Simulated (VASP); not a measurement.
Write the native input for VASP 6.6.1 that does the following.

```yaml
Task: single point
Functional: PBEsol
Potentials_or_basis: VASP PAW PBE potentials, release 64 (Co)
Cutoff: 520 eV
k_mesh: 30 × 30 × 16
Occupations: gaussian, width 0.15 eV
Spin: collinear spin, ferromagnetic start
Starting_moments: "[1.8, 1.8] μB"
Dipole_correction: no
Further_INCAR_settings: ALGO = Normal; EDIFF = 1e-06; NBANDS = 20
```

The structure of Co lies in POSCAR:

```
Co
1.0
    2.5256499322      0.0000000000      0.0000000000
   -1.2628249661      2.1872770023      0.0000000000
    0.0000000000      0.0000000000      3.7548379146
Co
2
Direct
    0.6666666667      0.3333333333      0.2500000000
    0.3333333333      0.6666666667      0.7500000000
```

This cell differs from its parent crystal: ratio of the length along z to the lengths across it x 0.92, volume and fractional coordinates fixed.

One way to write it, as run:

INCAR

```
PREC = Accurate ; ENCUT = 520
EDIFF = 1E-6 ; ISMEAR = 0
SIGMA = 0.15 ; LREAL = False
LASPH = True ; NELM = 150
ALGO = Normal ; ISIF = 2
LWAVE = False ; LCHARG = True
ISPIN = 2 ; MAGMOM = 1.8 1.8
LORBIT = 11 ; LMAXMIX = 4
GGA = PS ; LELF = True
LVHAR = True ; NBANDS = 20
```

KPOINTS

```
regular mesh
0
Gamma
  30 30 16
```

Potentials or basis: VASP PAW PBE potentials, release 64 (Co).

Run with:

```sh
$ cat potpaw_PBE.64/Co/POTCAR > POTCAR
$ mpirun -np 1 vasp_std > vasp.out
```

Results of the run:

* Pressure: 0.7 GPa
* Net moment: 3.09 μB per cell
* Site moments: Co +1.55 μB
* Valence electrons inside the program's atomic spheres: Co 8.38

Caveat: the PAW data sets were made with another functional, which shifts forces and pressure a little.

Run time: 7.4 min on 1 thread of Intel(R) Xeon(R) Platinum 8488C (Sapphire Rapids), on a shared host, peak memory 0.53 GiB.
